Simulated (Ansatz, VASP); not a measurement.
## Two plane-wave programs on MgO

File POSCAR:

```
MgO
1.0
    0.0000000000      2.0817769957      2.0817769957
    2.0817769957      0.0000000000      2.0817769957
    2.0817769957      2.0817769957      0.0000000000
Mg O
1 1
Direct
    0.0000000000      0.0000000000      0.0000000000
    0.5000000000      0.5000000000      0.5000000000
```

File INCAR.step1:

```
PREC = Accurate
ENCUT = 750
ISMEAR = 0
SIGMA = 0.01
LREAL = False
LASPH = True
NELM = 120
NBANDS = 15
GGA = PE
ALGO = Normal
EDIFF = 1E-5
LWAVE = True
LCHARG = False
GGA_COMPAT = False
```

INCAR.step2

```
PREC = Accurate
ENCUT = 750
EDIFF = 1E-6
ISMEAR = 0
SIGMA = 0.01
LREAL = False
LASPH = True
NELM = 120
ALGO = Normal
ISIF = 2
LWAVE = False
LCHARG = True
METAGGA = R2SCAN
LMIXTAU = True
LELF = True
LVHAR = True
NBANDS = 15
ISTART = 1
GGA_COMPAT = False
```

File KPOINTS:

```
regular mesh
0
Gamma
  10 10 10
```

Input for Ansatz:

```yaml
crystal:
  lattice:
    - [0.0, 2.0817769957, 2.0817769957]
    - [2.0817769957, 0.0, 2.0817769957]
    - [2.0817769957, 2.0817769957, 0.0]
  atoms:
    - { symbol: Mg, position: [0.0, 0.0, 0.0] }
    - { symbol: O, position: [0.5, 0.5, 0.5] }
kpoints:
  mp_grid: { grid: [10, 10, 10] }
  band_path:
    path:
      - [0.0, 0.0, 0.0]
      - [0.5, 0.0, 0.5]
      - [0.625, 0.25, 0.625]
      - [0.375, 0.375, 0.75]
      - [0.5, 0.5, 0.5]
      - [0.5, 0.25, 0.75]
    npoints: 1
hamiltonian:
  xc: r2scan
scf:
  occupations: { method: fixed }
  n_extra_bands: 4
output:
  forces: true
  stress: true
  eigenvalues: true
  write_density: true
  write_potential: true
  elf: true
  volumetric_format: npy
```

Change from the starting cell: hydrostatic strain -1.0%.

Alike in both runs: task single point; functional r2SCAN; k mesh 10 × 10 × 10; no spin polarisation.

```csv
,VASP,Ansatz
version,VASP 6.6.1,Ansatz 0.2.0
potentials or method,"VASP PAW PBE potentials, release 64 (Mg_sv, O)","plane waves, PAW"
plane-wave cutoff (eV),750,500
occupations,"gaussian, width 0.01 eV",fixed
valence electrons in the cell,16,16
```

Ansatz gave:

```
gap on the k mesh at the Fermi level (eV) : 5.99
pressure (GPa)                            : 5.2
```

Task: Which values does VASP return?

Result: gap on the k mesh at the Fermi level (eV): 6.01; pressure (GPa): 4.9.

VASP's potentials were made for PBE, not for r2SCAN.
